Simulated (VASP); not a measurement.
# Sc (P6_3/mmc) in VASP: further runs

Sc is run at these levels: PBE0, PBEsol; tasks: single point.

Program: VASP 6.6.1. These are calculated values, not measurements. Logs are shortened: lines on timing, memory, paths and dates and some standing lists are left out, and cuts for length are marked.

## 1. The cell of the first run

The structure is hexagonal, space group P6_3/mmc (No. 194). Conventional cell: a = 3.309 Å, b = 3.309 Å, c = 5.273 Å, α = 90.00°, β = 90.00°, γ = 120.00°. Sc (site symmetry -6m2) has 12 Sc at 3.26 to 3.31 Å within 4.3 Å.

## 2. Single point, PBE0

POSCAR reads:

```
Sc
1.0
    3.3090000000      0.0000000000      0.0000000000
   -1.6545000000      2.8656780611      0.0000000000
    0.0000000000      0.0000000000      5.2733000000
Sc
2
Direct
    0.6666666667      0.3333333333      0.7500000000
    0.3333333333      0.6666666667      0.2500000000
```

INCAR.step1 reads:

```
ALGO = Normal
EDIFF = 1E-5
ENCUT = 520
GGA = PE
ISIF = 2
ISMEAR = 0
LASPH = T
LCHARG = F
LREAL = F
LWAVE = T
NBANDS = 18
NELM = 100
PREC = Accurate
SIGMA = 0.1
```

INCAR.step2 reads:

```
AEXX = 0.25
ALGO = Normal
EDIFF = 1E-6
ENCUT = 520
GGA = PE
ISIF = 2
ISMEAR = 0
ISTART = 1
LASPH = T
LCHARG = F
LHFCALC = T
LREAL = F
LWAVE = F
NBANDS = 18
NELM = 100
PREC = Accurate
PRECFOCK = Normal
SIGMA = 0.1
```

KPOINTS reads:

```
k-points
0
Gamma
  5 5 3
```

Potentials or basis: VASP PAW PBE potentials, release 64 (Sc_sv).

Started as:

```console
$ cat potpaw_PBE.64/Sc_sv/POTCAR > POTCAR
$ cp INCAR.step1 INCAR
$ mpirun -np 1 vasp_std > vasp.out
$ cp INCAR.step2 INCAR
$ mpirun -np 1 vasp_std > vasp.out
```

OUTCAR:

```text
AEXX = 0.25
   EDIFF = 1E-6
   ENCUT = 520
   GGA = PE
   ISIF = 2
   ISMEAR = 0
   ISTART = 1
   LASPH = T
   LHFCALC = T
   LREAL = F
   NELM = 100
   PREC = Accurate
   PRECFOCK = Normal

 ion  position               nearest neighbor table
   1  0.667  0.333  0.750-   2 3.26   2 3.26   2 3.26   2 3.26   2 3.26   2 3.26
   2  0.333  0.667  0.250-   1 3.26   1 3.26   1 3.26   1 3.26   1 3.26   1 3.26

  LATTYP: Found a hexagonal cell.
 ALAT       =     3.3090000000
 C/A-ratio  =     1.5936234512

  Lattice vectors:

 A1 = (   3.3090000000,   0.0000000000,   0.0000000000)
 A2 = (  -1.6545000000,   2.8656780611,   0.0000000000)
 A3 = (   0.0000000000,   0.0000000000,   5.2733000000)

Analysis of symmetry for initial positions (statically):
=====================================================================
 Subroutine PRICEL returns:
 Original cell was already a primitive cell.

 Routine SETGRP: Setting up the symmetry group for a
 hexagonal supercell.

 Subroutine GETGRP returns: Found 24 space group operations
 (whereof 12 operations were pure point group operations)
 out of a pool of 24 trial point group operations.

The static configuration has the point symmetry D_3d.
 The point group associated with its full space group is D_6h.

Analysis of symmetry for dynamics (positions and initial velocities):
=====================================================================
 Subroutine PRICEL returns:
 Original cell was already a primitive cell.

 Routine SETGRP: Setting up the symmetry group for a
 hexagonal supercell.

 Subroutine GETGRP returns: Found 24 space group operations
 (whereof 12 operations were pure point group operations)
 out of a pool of 24 trial point group operations.

The dynamic configuration has the point symmetry D_3d.
 The point group associated with its full space group is D_6h.

 Subroutine INISYM returns: Found 24 space group operations
 (whereof 12 operations are pure point group operations),
 and found     1 'primitive' translations

----------------------------------------------------------------------------------------

                                     Primitive cell

  volume of cell :      50.0042

[... 74 lines left out ...]
   LREAL  =      F    real-space projection
   EDIFFG = 0.1E-04   stopping-criterion for IOM
   NSW    =      0    number of steps for IOM
   IBRION =     -1    ionic relax: 0-MD 1-quasi-New 2-CG
   NFREE  =      0    steps in history (QN), initial steepest desc. (CG)
   ISIF   =      2    stress and relaxation
   ISYM   =      3    0-nonsym 1-usesym 2-fastsym
   POTIM  = 0.5000    time-step for ionic-motion
   TEBEG  =    0.0;   TEEND  =   0.0 temperature during run
   PSTRESS=    0.0 pullay stress
   NELECT =      22.0000    total number of electrons
   NUPDOWN=      -1.0000    fix difference up-down
   EMIN   =  10.00;   EMAX   =-10.00  energy-range for DOS
   EFERMI =   0.00;   METHOD = LEGACY
   ISMEAR =     0;   SIGMA  =   0.10  broadening in eV -4-tet -1-fermi 0-gaus
   EFERMI_NEDOS =   21; number of points for ismear=-14 and -15
   IALGO  =     38    algorithm
   IMIX   =      1    mixing-type and parameters
     AMIX     =   0.40;   BMIX     =  1.00
     AMIX_MAG =   1.60;   BMIX_MAG =  1.00
  volume/ion in A,a.u.               =      25.00       168.72
  Fermi-wavevector in a.u.,A,eV,Ry     =   1.245127  2.352948 21.093660  1.550340
  Thomas-Fermi vector in A             =   2.379363
   LORBIT       =      0    0 simple, 1 ext, 2 COOP (PROOUT), +10 PAW based schemes
   GGA     = PE    functional components
   LHFCALC =     T    Hartree Fock is set to
   PRECFOCK=normal    Normal, Fast or Accurate (Low or Medium for compatibility)
   ENCUT4O =  -1.0   cutoff for four orbital integrals eV
   NKREDX  =     1    reduce k-point grid by
   NKREDY  =     1    reduce k-point grid by
   NKREDZ  =     1    reduce k-point grid by
   AEXX    =    0.2500 exact exchange contribution
   HFSCREEN=    0.0000 screening length (either q_TF or 0.3 A-1)
   HFSCREENC=   0.0000 screening length for correlation (either q_TF or 0.3 A-1)
   ENCUTFOCK=  -1.0 apply spherical cutoff to Coloumb kernel
   IVDW    =     0    specifies the selected vdW correction
   LEPSILON=     F    determine dielectric tensor
   LRPA    =     F    only Hartree local field effects (RPA)
 non-spin polarized calculation
 Gauss-broadening in eV      SIGMA  =   0.10
  energy-cutoff  :      520.00
  volume of cell :       50.00
 maximum number of plane-waves:      1387
 NGX is ok and might be reduce to    28
  NGX = 20; NGY = 20; NGZ = 30

 number of electron      22.0000000 magnetization

 Free energy of the ion-electron system (eV)
  ---------------------------------------------------
  ext. energy  EPLUGINS =         0.00000000
  ---------------------------------------------------
  free energy    TOTEN  =       -16.49575358 eV

  energy without entropy =      -16.49007408  energy(sigma->0) =      -16.49291383

 E-fermi :   3.8065     XC(G=0):  -7.7820

 val. band max:        3.3081803606   @ k =   0.0000   0.0000   0.0000
 cond. band min:       3.8750666723   @ k =   0.4000   0.0000   0.3333
 fundamental gap:      0.5668863116
 Fermi energy:         3.8065358501

 k-point     1 :       0.0000    0.0000    0.0000
  band No.  band energies     occupation
      1     -50.7322      2.00000
      2     -50.6673      2.00000
      3     -27.9480      2.00000
      4     -27.5919      2.00000
      5     -27.5919      2.00000
      6     -27.5361      2.00000
[... 187 lines left out ...]
      5     -27.7410      2.00000
      6     -27.6828      2.00000
[... 10 lines left out ...]
     17       8.4730      0.00000
     18       8.7979      0.00000

------------------------ aborting loop because EDIFF is reached ----------------------------------------

  FORCE on cell =-STRESS in cart. coord.  units (eV):
  Direction    XX          YY          ZZ          XY          YZ          ZX
  --------------------------------------------------------------------------------------
  -------------------------------------------------------------------------------------
  Total        0.2742624      0.2742624      0.4494110      0.0000000      0.0000000      0.0000000
  in kB        8.7875990      8.7875990     14.3995059      0.0000000      0.0000000      0.0000000
  external PRESSURE =      10.6582346 kB  Pullay stress =       0.0000000 kB

 VOLUME and BASIS-vectors are now :
 -----------------------------------------------------------------------------
  energy-cutoff  :      520.00
  volume of cell :       50.00
      direct lattice vectors                 reciprocal lattice vectors
     3.309000000  0.000000000  0.000000000     0.302206105  0.174478776  0.000000000
    -1.654500000  2.865678061  0.000000000     0.000000000  0.348957552  0.000000000
     0.000000000  0.000000000  5.273300000     0.000000000  0.000000000  0.189634574

 POSITION                                       TOTAL-FORCE (eV/Angst)
 -----------------------------------------------------------------------------------
      1.65450      0.95523      3.95498        -0.000000      0.000000      0.000000
     -0.00000      1.91045      1.31832         0.000000     -0.000000      0.000000
 -----------------------------------------------------------------------------------
    total drift:                                0.000001      0.000001      0.000000

  FREE ENERGIE OF THE ION-ELECTRON SYSTEM (eV)
  ---------------------------------------------------
  free  energy   TOTEN  =       -16.4957535778 eV

  energy  without entropy=      -16.4900740809  energy(sigma->0) =      -16.49291383
```

Run time: 30 min. Hardware: 1 thread of Intel Xeon Platinum 8259CL at 2.50GHz (Skylake/Cascade Lake), shared host; peak memory 0.18 GiB.

Results:

| Quantity | Value |
| --- | --- |
| Free energy | -16.4958 eV |
| Pressure | 1.1 GPa |
| Band gap on the k mesh | zero (bands 11 and 12 overlap by 2.06 eV) |

Stress tensor (GPa, compression positive):
```
0.88 0.00 0.00
0.00 0.88 0.00
0.00 0.00 1.44
```

Caveat: the k points lie up to 0.44 Å⁻¹ apart, too coarse for converged energies and pressures of a metal; the PAW data sets were made with another functional, which shifts forces and pressure a little.

## 3. Single point, PBEsol

This run uses another cell than the first one, of 17.10 Å³/atom.

INCAR reads:

```
  PREC = Accurate
  ENCUT = 520
  EDIFF = 1E-7
  ISMEAR = -1
  SIGMA = 0.05
  LREAL = F
  LASPH = T
  NELM = 100
  ALGO = Fast
  ISIF = 2
  LWAVE = F
  LCHARG = F
  GGA = PS
  NBANDS = 18
```

KPOINTS reads:

```
Automatic mesh
0
Gamma
  9 9 5
```

POSCAR reads:

```
Sc
1.0
    2.9368089217      0.0000000000      0.0000000000
   -1.4684044608      2.5433511322      0.0000000000
    0.0000000000      0.0000000000      4.5799190098
Sc
2
Direct
    0.6666666667      0.3333333333      0.7500000000
    0.3333333333      0.6666666667      0.2500000000
```

Potentials or basis: VASP PAW PBE potentials, release 64 (Sc_sv).

Started as:

```console
$ cat potpaw_PBE.64/Sc_sv/POTCAR > POTCAR
$ mpirun -np 1 vasp_std > vasp.out
```

It took 20 s on 1 thread of AMD EPYC 7R13 (Zen 3), shared host; peak memory 0.13 GiB.

It converged, with:

- Free energy: -12.2125 eV
- Pressure: 30.2 GPa
- Band gap on the k mesh: zero (bands 11 and 12 overlap by 2.58 eV)

Stress tensor (GPa, compression positive):
```
30.12  0.00  0.00
 0.00 30.12  0.00
 0.00  0.00 30.23
```

Levels at points of the mesh, in eV from the Fermi level:
```
           k point  band 7  band 8  band 9  band 10  band 11  band 12  band 13  band 14  band 15  band 16
(0.00, 0.00, 0.00)  -26.48  -26.41   -5.56    -2.23     1.96     1.97     1.97     2.39     2.71     2.71
```

Caveat: the cell stands under pressure; the PAW data sets were made with another functional, which shifts forces and pressure a little.

(Part 1 of 2 ends here.)

The gap in the log of VASP goes by the Fermi energy; the results here count the filled bands.